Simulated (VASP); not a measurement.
YIn, 2 atoms in the cell. The structure is tetragonal, space group P4/mmm (No. 123). Conventional cell: a = 3.482 Å, b = 3.482 Å, c = 4.124 Å, α = 90.00°, β = 90.00°, γ = 90.00°. Within 4.2 Å of Y (site symmetry 4/mmm) lie 8 In at 3.21 Å and 6 Y at 3.48 to 4.12 Å. In (site symmetry 4/mmm) has 8 Y at 3.21 Å and 6 In at 3.48 to 4.12 Å within 4.2 Å. 

| Quantity | Value |
| --- | --- |
| Program | VASP 6.6.1 |
| Task | single point |
| Functional | PBEsol |
| Potentials or basis | VASP PAW PBE potentials, release 64 (Y_sv, In_d) |
| Cutoff | 520 eV |
| k mesh | 8 × 8 × 7 |
| Occupations | fermi-dirac, width 0.1 eV |
| Spin | no spin polarisation |
| Dipole correction | no |
| Further INCAR settings | ALGO = Normal; EDIFF = 1e-07; NBANDS = 19 |

Potentials or basis: VASP PAW PBE potentials, release 64 (Y_sv, In_d).

Command:

```console
$ cat potpaw_PBE.64/Y_sv/POTCAR potpaw_PBE.64/In_d/POTCAR > POTCAR
$ mpirun -np 1 vasp_std > vasp.out
```

Hardware: 1 thread of Intel Xeon 6975P-C (shared host).

Q: Estimate the wall time of this run.

A: Wall time 44 s on 1 thread of Intel Xeon 6975P-C (shared host), peak memory 0.22 GiB. Counts: scf iterations 14, k points 60.
